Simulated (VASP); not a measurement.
# Ga6HN6 (a cell with a defect) in VASP: a series of runs, part 2 of 2

VASP 6.6.1. The steps go on from the part before.

**3. Single point, PBE, collinear spin**

INCAR

```
SYSTEM = Ga6HN6
  PREC = Accurate
  ENCUT = 520
  EDIFF = 1E-6
  ISMEAR = 0
  SIGMA = 0.02
  LREAL = .False.
  LASPH = .True.
  NELM = 200
  ALGO = Normal
  ISIF = 2
  LWAVE = .False.
  LCHARG = .True.
  ISPIN = 2
  MAGMOM = 0 0 0 0 0 0 0 0 0 0 0 0 0.38
  LORBIT = 11
  GGA = PE
  LELF = .True.
  LVHAR = .True.
  NBANDS = 70
  GGA_COMPAT = .False.
```

KPOINTS

```
Automatic mesh
0
Gamma
  3 3 3
  0 0 0
```

POSCAR

```
Ga6HN6
1.0
    0.0000000000      0.0000000000      5.2431684095
    4.8275562239     -2.7871908853      0.0000000000
   -0.0000000001      5.5743817708      0.0000000000
Ga N H
6 6 1
Direct
    0.4995483256      0.3343523980      0.3343524059
    0.4995483256      0.0000010357      0.6656499392
    0.4995483256      0.6656498342      1.0000011445
    1.0030343467      0.0000010357      0.3291315454
    1.0030343467      0.6708706952      0.6708705720
    1.0030343467      0.3291315370      1.0000010134
    0.8727520542      0.3452506657      0.3452505745
    0.8727522449      0.0000010357      0.6547516903
    0.8727520542      0.6547515665      1.0000010454
    0.3788028240      0.0000010357      0.3333913900
    0.3788028240      0.6666107759      0.6666108694
    0.3788028240      0.3333914564      1.0000010508
    0.0098329857      0.0000012429      0.0000015184
```

Potentials or basis: VASP PAW PBE potentials, release 64 (Ga_d, N, H).

Started as:

```
$ cat potpaw_PBE.64/Ga_d/POTCAR potpaw_PBE.64/N/POTCAR potpaw_PBE.64/H/POTCAR > POTCAR
$ mpirun -np 1 vasp_std > vasp.out
```

OUTCAR:

```text
SYSTEM = Ga6HN6
   PREC = Accurate
   ENCUT = 520
   EDIFF = 1E-6
   ISMEAR = 0
   LREAL = .False.
   LASPH = .True.
   NELM = 200
   ISIF = 2
   ISPIN = 2
   LORBIT = 11
   GGA = PE

 ion  position               nearest neighbor table
   1  0.500  0.334  0.334-  11 1.96   7 1.96  10 1.97  12 1.97
   2  0.500  0.000  0.666-  10 1.96   8 1.96  11 1.97  12 1.97
   3  0.500  0.666  0.000-  12 1.96   9 1.96  10 1.97  11 1.97
   4  0.003  0.000  0.329-  13 1.84   8 1.94  10 1.97   9 2.00   7 2.00
   5  0.003  0.671  0.671-  13 1.84   7 1.94  11 1.97   8 2.00   9 2.00
   6  0.003  0.329  0.000-  13 1.84   9 1.94  12 1.97   8 2.00   7 2.00
   7  0.873  0.345  0.345-   5 1.94   1 1.96   6 2.00   4 2.00
   8  0.873  0.000  0.655-   4 1.94   2 1.96   5 2.00   6 2.00
   9  0.873  0.655  0.000-   6 1.94   3 1.96   4 2.00   5 2.00
  10  0.379  0.000  0.333-   2 1.96   3 1.97   1 1.97   4 1.97
  11  0.379  0.667  0.667-   1 1.96   2 1.97   3 1.97   5 1.97
  12  0.379  0.333  0.000-   3 1.96   2 1.97   1 1.97   6 1.97
  13  0.010  0.000  0.000-   4 1.84   6 1.84   5 1.84

  LATTYP: Found a hexagonal cell.
 ALAT       =     5.5743817707
 C/A-ratio  =     0.9405829427

  Lattice vectors:

 A1 = (   4.8275562239,  -2.7871908853,   0.0000000000)
 A2 = (  -0.0000000001,   5.5743817708,   0.0000000000)
 A3 = (   0.0000000000,   0.0000000000,   5.2431684095)

Analysis of symmetry for initial positions (statically):
=====================================================================
 Subroutine PRICEL returns:
 Original cell was already a primitive cell.

 Routine SETGRP: Setting up the symmetry group for a
 hexagonal supercell.

 Subroutine GETGRP returns: Found  6 space group operations
 (whereof  6 operations were pure point group operations)
 out of a pool of 24 trial point group operations.

The static configuration has the point symmetry C_3v.

Analysis of symmetry for dynamics (positions and initial velocities):
=====================================================================
 Subroutine PRICEL returns:
 Original cell was already a primitive cell.

 Routine SETGRP: Setting up the symmetry group for a
 hexagonal supercell.

 Subroutine GETGRP returns: Found  6 space group operations
 (whereof  6 operations were pure point group operations)
 out of a pool of 24 trial point group operations.

The dynamic configuration has the point symmetry C_3v.

Analysis of structural, dynamic, and magnetic symmetry:
=====================================================================
 Subroutine PRICEL returns:
 Original cell was already a primitive cell.

 Routine SETGRP: Setting up the symmetry group for a
 hexagonal supercell.

 Subroutine GETGRP returns: Found  6 space group operations
 (whereof  6 operations were pure point group operations)
 out of a pool of 24 trial point group operations.

The overall configuration has the point symmetry C_3v.

 Subroutine INISYM returns: Found  6 space group operations
 (whereof  6 operations are pure point group operations),
 and found     1 'primitive' translations

[... 120 lines left out ...]
  Fermi-wavevector in a.u.,A,eV,Ry     =   1.502142  2.838637 30.700610  2.256431
  Thomas-Fermi vector in A             =   2.613421
   LORBIT       =     11    0 simple, 1 ext, 2 COOP (PROOUT), +10 PAW based schemes
   GGA     = PE    functional components
   LHFCALC =     F    Hartree Fock is set to
   AEXX    =    0.0000 exact exchange contribution
   IVDW    =     0    specifies the selected vdW correction
   LEPSILON=     F    determine dielectric tensor
   LRPA    =     F    only Hartree local field effects (RPA)
 spin polarized calculation
 Gauss-broadening in eV      SIGMA  =   0.02
  energy-cutoff  :      520.00
  volume of cell :      141.10
 maximum number of plane-waves:      3817
 NGX is ok and might be reduce to    40
   NGX = 19   NGY = 21   NGZ = 21

 number of electron     108.9999973 magnetization       0.7778797

 Free energy of the ion-electron system (eV)
  ---------------------------------------------------
  ext. energy  EPLUGINS =         0.00000000
  ---------------------------------------------------
  free energy    TOTEN  =       -73.24217275 eV

  energy without entropy =      -73.24116759  energy(sigma->0) =      -73.24167017

 E-fermi :   6.0244     XC(G=0): -11.6251

 val. band max:        6.0068684110   @ k =   0.0000   0.3333   0.0000
 cond. band min:       6.2427215205   @ k =   0.3333   0.0000   0.0000
 fundamental gap:      0.2358531095
 Fermi energy:         6.0244478309

 spin component 1

 k-point     1 :       0.0000    0.0000    0.0000
  band No.  band energies     occupation
      1     -10.7990      1.00000
      2      -9.8991      1.00000
      3      -9.7636      1.00000
      4      -9.7636      1.00000
      5      -9.7267      1.00000
      6      -9.7267      1.00000
[... 472 lines left out ...]
     65      12.8184      0.00000
     66      12.8184      0.00000
 Fermi energy:         6.0244478309

 spin component 2

 k-point     1 :       0.0000    0.0000    0.0000
  band No.  band energies     occupation
      1     -10.7026      1.00000
      2      -9.8436      1.00000
      3      -9.7152      1.00000
      4      -9.7152      1.00000
      5      -9.6722      1.00000
      6      -9.6721      1.00000
[... 472 lines left out ...]
     65      12.8447      0.00000
     66      12.8791      0.00000
 [bands above 66 left out]

------------------------ aborting loop because EDIFF is reached ----------------------------------------

  FORCE on cell =-STRESS in cart. coord.  units (eV):
  Direction    XX          YY          ZZ          XY          YZ          ZX
  --------------------------------------------------------------------------------------
  -------------------------------------------------------------------------------------
  Total        4.6086986      4.6086986      3.1970878      0.0000000     -0.0000000      0.0000000
  in kB       52.3324460     52.3324460     36.3033995      0.0000000     -0.0000000      0.0000000
  external PRESSURE =      46.9894305 kB  Pullay stress =       0.0000000 kB

 VOLUME and BASIS-vectors are now :
 -----------------------------------------------------------------------------
  energy-cutoff  :      520.00
  volume of cell :      141.10
      direct lattice vectors                 reciprocal lattice vectors
     0.000000000  0.000000000  5.243168409     0.000000000  0.000000000  0.190724372
     4.827556224 -2.787190885  0.000000000     0.207144144  0.000000000  0.000000000
    -0.000000000  5.574381771  0.000000000     0.103572072  0.179392091  0.000000000

 POSITION                                       TOTAL-FORCE (eV/Angst)
 -----------------------------------------------------------------------------------
      1.61410      0.93190      2.61922        -0.002835     -0.001637     -0.042971
      0.00000      3.71058      2.61922        -0.000000      0.003274     -0.042971
      3.21346     -1.85529      2.61922         0.002835     -0.001637     -0.042971
      0.00000      1.83470      0.01591        -0.000000      0.034751     -0.026894
      3.23867      1.86984      0.01591        -0.030096     -0.017376     -0.026894
      1.58890     -0.91735      0.01591         0.030096     -0.017376     -0.026894
      1.66672      0.96228      4.57599         0.002429      0.001402     -0.072761
      0.00000      3.64983      4.57599         0.000000     -0.002804     -0.072761
      3.16085     -1.82491      4.57599        -0.002429      0.001402     -0.072761
      0.00000      1.85845      1.98613        -0.000000      0.006818     -0.048300
      3.21810      1.85797      1.98613        -0.005904     -0.003409     -0.048300
      1.60947     -0.92922      1.98613         0.005904     -0.003409     -0.048300
      0.00001      0.00000      0.05156         0.000000     -0.000000      0.572777
 -----------------------------------------------------------------------------------
    total drift:                               -0.025742     -0.015146     -0.000464

  FREE ENERGIE OF THE ION-ELECTRON SYSTEM (eV)
  ---------------------------------------------------
  free  energy   TOTEN  =       -73.2421727454 eV

  energy  without entropy=      -73.2411675948  energy(sigma->0) =      -73.24167017

 total charge

# of ion       s       p       d       tot
------------------------------------------
    1        0.785   0.873  10.167  11.825
    2        0.785   0.873  10.167  11.825
    3        0.785   0.873  10.167  11.825
    4        0.779   0.874  10.174  11.826
    5        0.779   0.874  10.174  11.826
    6        0.779   0.874  10.174  11.826
    7        1.242   2.478   0.000   3.720
    8        1.242   2.478   0.000   3.720
    9        1.242   2.478   0.000   3.720
   10        1.226   2.503   0.000   3.729
   11        1.226   2.503   0.000   3.729
   12        1.226   2.503   0.000   3.729
   13        0.516   0.019   0.000   0.535
--------------------------------------------------
tot         12.610  20.203  61.023  93.836

 magnetization (x)

# of ion       s       p       d       tot
------------------------------------------
    1       -0.000   0.002   0.002   0.004
    2       -0.000   0.002   0.002   0.004
    3       -0.000   0.002   0.002   0.004
    4       -0.001   0.003   0.017   0.019
    5       -0.001   0.003   0.017   0.019
    6       -0.001   0.003   0.017   0.019
    7        0.009   0.086   0.000   0.095
    8        0.009   0.086   0.000   0.095
    9        0.009   0.086   0.000   0.095
   10        0.000   0.011   0.000   0.011
   11        0.000   0.011   0.000   0.011
   12        0.000   0.011   0.000   0.011
   13        0.178   0.001   0.000   0.179
--------------------------------------------------
tot          0.202   0.307   0.057   0.566
```

Wall time 5.6 min (1 thread of Oxide Virtual Turin-like, shared host); peak memory 0.3 GiB.

Results:

* Free energy: -73.2422 eV
* Pressure: 4.7 GPa
* Largest force: 0.573 eV/Å
* Net moment: 0.78 μB per cell
* Site moments: Ga +0.00, +0.02 (each value once); N +0.10, +0.01 (each value once); H +0.18 μB
* Valence electrons inside the program's atomic spheres: Ga 11.82, 11.83 (each value once); N 3.72, 3.73 (each value once); H 0.54

Forces on the atoms (eV/Å):
```
Ga  -0.003 -0.002 -0.043
Ga   0.000  0.003 -0.043
Ga   0.003 -0.002 -0.043
Ga   0.000  0.035 -0.027
Ga  -0.030 -0.017 -0.027
Ga   0.030 -0.017 -0.027
N    0.002  0.001 -0.073
N    0.000 -0.003 -0.073
N   -0.002  0.001 -0.073
N    0.000  0.007 -0.048
N   -0.006 -0.003 -0.048
N    0.006 -0.003 -0.048
H    0.000  0.000  0.573
```

Caveat: the k points lie up to 0.43 Å⁻¹ apart; a moment this small can come from the mesh or the smearing.

**4. Single point, PBE, collinear spin**

INCAR

```
SYSTEM = Ga6HN6
  ALGO = Normal
  EDIFF = 1E-6
  ENCUT = 520
  GGA = PE
  GGA_COMPAT = .FALSE.
  ISIF = 2
  ISMEAR = 0
  ISPIN = 2
  LASPH = .TRUE.
  LCHARG = .TRUE.
  LELF = .TRUE.
  LORBIT = 11
  LREAL = .FALSE.
  LVHAR = .TRUE.
  LWAVE = .FALSE.
  MAGMOM = 0 0 0 0 0 0 0 0 0 0 0 0 0.38
  NBANDS = 70
  NELM = 200
  PREC = Accurate
  SIGMA = 0.02
```

KPOINTS

```
k-points
0
G
  3 3 3
  0 0 0
```

POSCAR

```
Ga6HN6
1.0
    0.0000000000      0.0000000000      5.2431684095
    4.8275562239     -2.7871908853      0.0000000000
   -0.0000000001      5.5743817708      0.0000000000
Ga N H
6 6 1
Direct
    0.5009409950      0.3352037604      0.3352039639
    0.5009411857      0.0000008286      0.6647984408
    0.5009409950      0.6647980575      1.0000011330
    1.0037693984      0.0000008286      0.3254515719
    1.0037692077      0.6745508181      0.6745510168
    1.0037692077      0.3254507927      1.0000008454
    0.8765512837      0.3487777090      0.3487778792
    0.8765512837      0.0000008286      0.6512245588
    0.8765512837      0.6512239018      1.0000008167
    0.3778913522      0.0000008286      0.3313196665
    0.3778913522      0.6686822173      0.6686825794
    0.3778913522      0.3313193935      1.0000011881
   -0.1302128688      0.0000012429      0.0000025947
```

Started as:

```
$ cat potpaw_PBE.64/Ga_d/POTCAR potpaw_PBE.64/N/POTCAR potpaw_PBE.64/H/POTCAR > POTCAR
$ mpirun -np 1 vasp_std > vasp.out
```

Run time: 5.4 min. Hardware: 1 thread of Oxide Virtual Turin-like, shared host; peak memory 0.31 GiB.

It converged, with:

| Item | Value |
| --- | --- |
| Free energy | -72.9675 eV |
| Pressure | 5.0 GPa |
| Largest force | 0.154 eV/Å |
| Net moment | 0.93 μB per cell |
| Site moments | Ga -0.00, +0.03 (each value once); N +0.12, +0.00 (each value once); H +0.22 μB |
| Valence electrons inside the program's atomic spheres | Ga 11.81, 11.83 (each value once); N 3.72, 3.73 (each value once); H 0.50 |

Forces in eV/Å, atoms in the order of the input:
```
Ga   0.021  0.012  0.022
Ga   0.000 -0.024  0.022
Ga  -0.021  0.012  0.022
Ga   0.000  0.154 -0.014
Ga  -0.133 -0.077 -0.014
Ga   0.133 -0.077 -0.014
N    0.010  0.006  0.013
N    0.000 -0.012  0.013
N   -0.010  0.006  0.013
N    0.000 -0.018  0.008
N    0.016  0.009  0.008
N   -0.016  0.009  0.008
H    0.000  0.000 -0.086
```

Stress tensor (GPa, compression positive):
```
6.61 0.00 0.00
0.00 6.61 0.00
0.00 0.00 1.81
```

Levels at points of the mesh, in eV from the Fermi level:
Spin up:
```csv
k point,band 52,band 53,band 54,band 55,band 56,band 57,band 58,band 59
"(0.00, 0.00, 0.00)",-1.62,-1.57,-1.57,-0.79,1.27,2.98,3.70,4.22
```
Spin down:
```
           k point  band 51  band 52  band 53  band 54  band 55  band 56  band 57  band 58
(0.00, 0.00, 0.00)    -2.46    -1.56    -1.46    -1.46    -0.25     1.61     3.21     3.70
```

Caveat: the k points lie up to 0.43 Å⁻¹ apart; a moment this small can come from the mesh or the smearing.

**5. Overview**

```csv
cell,gap on the mesh (eV),pressure (GPa),moment (μB),largest force (eV/Å)
"as given, atomic positions A",none,3.3,0.78,0.01
"as given, atomic positions B",none,4.7,0.78,0.57
"as given, atomic positions C",none,5.0,0.93,0.15
```

Alike in all rows: task single point; level PBE; potentials or basis VASP PAW PBE potentials, release 64 (Ga_d, N, H); spin collinear; k mesh 3 × 3 × 3; cutoff (eV) 520; smearing gaussian 0.02 eV.

Caveats: all runs use coarse meshes; a moment this small can come from the mesh or the smearing.

Absolute energies hang on the potentials; compare differences alone.

The gap in the log of VASP goes by the Fermi energy; the results here count the filled bands.